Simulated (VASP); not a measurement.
Wanted: the native input for a VASP 6.6.1 run.

```yaml
Task: single point
Functional: PBE
Potentials_or_basis: VASP PAW PBE potentials, release 64 (Cd, S)
Cutoff: 520 eV
k_mesh: 1 × 1 × 14
Occupations: gaussian, width 0.05 eV
Spin: collinear spin, ferromagnetic start
Starting_moments: "[0.5, 0.5] μB"
Dipole_correction: no
Further_INCAR_settings: ALGO = Normal; EDIFF = 1e-06; NBANDS = 20
```

The structure of CdS lies in POSCAR:

```
CdS
1.0
    9.0000000000      0.0000000000      0.0000000000
    0.0000000000      9.3000000000      0.0000000000
    0.0000000000      0.0000000000      4.6191889430
Cd S
1 1
Direct
    0.5000000000      0.5000000000      0.0000000000
    0.5000000000      0.5000000000      0.5000000000
```

These files were run (other wordings do the same):

INCAR

```
SYSTEM = CdS
PREC     = Accurate       ! precision mode
ENCUT    = 520            ! plane-wave cutoff, eV
EDIFF    = 1E-6           ! SCF threshold, eV
ISMEAR   = 0              ! smearing method
SIGMA    = 0.05           ! smearing width, eV
LREAL    = .FALSE.        ! projectors in reciprocal space
LASPH    = .TRUE.         ! aspherical terms in the spheres
NELM     = 150            ! most SCF steps
ALGO     = Normal         ! electronic algorithm
ISIF     = 2              ! what is computed and relaxed
LWAVE    = .FALSE.        ! write WAVECAR
LCHARG   = .TRUE.         ! write CHGCAR
ISPIN    = 2              ! spin polarisation
MAGMOM   = 0.5 0.5        ! initial moments
LORBIT   = 11             ! projections on sites
GGA      = PE             ! functional
LELF     = .TRUE.         ! ELF
LVHAR    = .TRUE.       
NBANDS   = 20             ! bands
```

KPOINTS

```
regular mesh
0
G
  1 1 14
  0 0 0
```

Potentials or basis: VASP PAW PBE potentials, release 64 (Cd, S).

The run is started by

```bash
$ cat potpaw_PBE.64/Cd/POTCAR potpaw_PBE.64/S/POTCAR > POTCAR
$ mpirun -np 1 vasp_std > vasp.out
```

Results of the run:

* Band gap on the k mesh: 0.92 eV, indirect (least direct gap 1.76 eV)
* Net moment: 0.00 μB per cell
* Valence electrons inside the program's atomic spheres: Cd 10.28; S 3.72

It took 83 s on 1 thread of Intel(R) Xeon(R) 6975P-C (Granite Rapids) (shared host), peak memory 0.56 GiB.
